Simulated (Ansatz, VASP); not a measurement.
**Two plane-wave programs on BeH4**

```
Be H
1.0
    -1.82889    1.82889    1.82889
     1.82889   -1.82889    1.82889
     1.82889    1.82889   -1.82889
Be H
1 4
Direct
  0.00000 0.00000 0.00000
  0.50000 0.50000 0.50000
  0.00000 0.00000 0.50000
  0.00000 0.50000 0.00000
  0.50000 0.00000 0.00000
```

Alike in both runs: functional PBE; k mesh 14 × 14 × 14; occupations gaussian, width 0.1 eV; no spin polarisation.

Ansatz relaxed the structure, and its values are those at the end. VASP's run is a single point on that final structure, the one shown.

```csv
,VASP,Ansatz
version,VASP 6.6.1,Ansatz 0.2.0
potentials or method,"VASP PAW PBE potentials, release 64 (Be, H), cutoff 520 eV","scalar-relativistic, plane waves, PAW"
valence electrons in the cell,6,6
```

|  | VASP | Ansatz | Ansatz less VASP |
| --- | --- | --- | --- |
| gap on the k mesh at the Fermi level (eV) | none | none | - |
| pressure (GPa) | -0.2 | 0.0 | +0.16 |

A gap of «none» marks a metal or a gap that the smearing closes. With one functional, cell and mesh, what is left measures potentials, basis and numerics.
